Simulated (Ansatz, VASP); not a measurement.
**Two plane-wave programs on Ag**

```
Ag
1.0
     0.00000    2.07561    2.07561
     2.07561    0.00000    2.07561
     2.07561    2.07561    0.00000
Ag
1
Direct
  0.50000 0.50000 0.50000
```

Change from the starting cell: the structure that the rattled cell fell into.

Alike in both runs: task relaxation of cell and atoms; functional PBE; k mesh 22 × 22 × 22; occupations gaussian, width 0.1 eV; no spin polarisation.

|  | VASP | Ansatz |
| --- | --- | --- |
| version | VASP 6.6.1 | Ansatz 0.2.0 |
| potentials or method | VASP PAW PBE potentials, release 64 (Ag), cutoff 600 eV | scalar-relativistic, plane waves, PAW |
| valence electrons in the cell | 11 | 19 |

|  | VASP | Ansatz | Ansatz less VASP |
| --- | --- | --- | --- |
| gap on the k mesh at the Fermi level, each at its own relaxed structure (eV) | none | none | - |
| relaxed volume (Å³/atom) | 17.81 | 17.84 | +0.027 |
| relaxed cell length with the largest relative difference (Å) | 2.931 | 2.933 | +0.0015 |

A gap of «none» marks a metal or a gap that the smearing closes. VASP's potentials hold 11 valence electrons a cell and Ansatz's 19, so a difference there can come from the potentials and not from the codes.
